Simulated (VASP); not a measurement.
Input of a VASP 6.6.1 run:

File INCAR:

```
SYSTEM = CsI
ALGO     = Normal         ! electronic algorithm
EDIFF    = 1E-8           ! SCF threshold, eV
ENCUT    = 400            ! plane-wave cutoff, eV
GGA      = PE             ! functional
GGA_COMPAT= .FALSE.      
ISIF     = 2              ! what is computed and relaxed
ISMEAR   = -5             ! smearing method
IVDW     = 12             ! dispersion correction
LASPH    = .TRUE.         ! aspherical terms in the spheres
LCHARG   = .FALSE.        ! write CHGCAR
LEFG     = .TRUE.       
LREAL    = .FALSE.        ! projectors in reciprocal space
LWAVE    = .FALSE.        ! write WAVECAR
NBANDS   = 15             ! bands
NELM     = 120            ! most SCF steps
PREC     = Accurate       ! precision mode
SIGMA    = 0.1            ! smearing width, eV
```

KPOINTS

```
k-points
0
G
  7 7 7
  0 0 0
```

POSCAR

```
CsI
1.0
    4.5667000000      0.0000000000      0.0000000000
    0.0000000000      4.5667000000      0.0000000000
    0.0000000000      0.0000000000      4.5667000000
Cs I
1 1
Direct
    0.0000000000      0.0000000000      0.0000000000
    0.5000000000      0.5000000000      0.5000000000
```

Potentials or basis: VASP PAW PBE potentials, release 64 (Cs_sv, I).

Launch:

```sh
$ cat potpaw_PBE.64/Cs_sv/POTCAR potpaw_PBE.64/I/POTCAR > POTCAR
$ mpirun -np 1 vasp_std > vasp.out
```

(1) What does it give for the dispersion energy per atom?

(2) Estimate the pressure.

(3) What does it give for the band gap on the k mesh?

## Answers

(1) -0.240 eV.

(2) 0.0 GPa.

(3) 3.90 eV (least direct gap 3.96 eV).

Caveat: spin-orbit coupling is left out, which moves the levels of the heavy elements; an odd mesh through Γ misses points on the zone boundary, where band edges can lie.
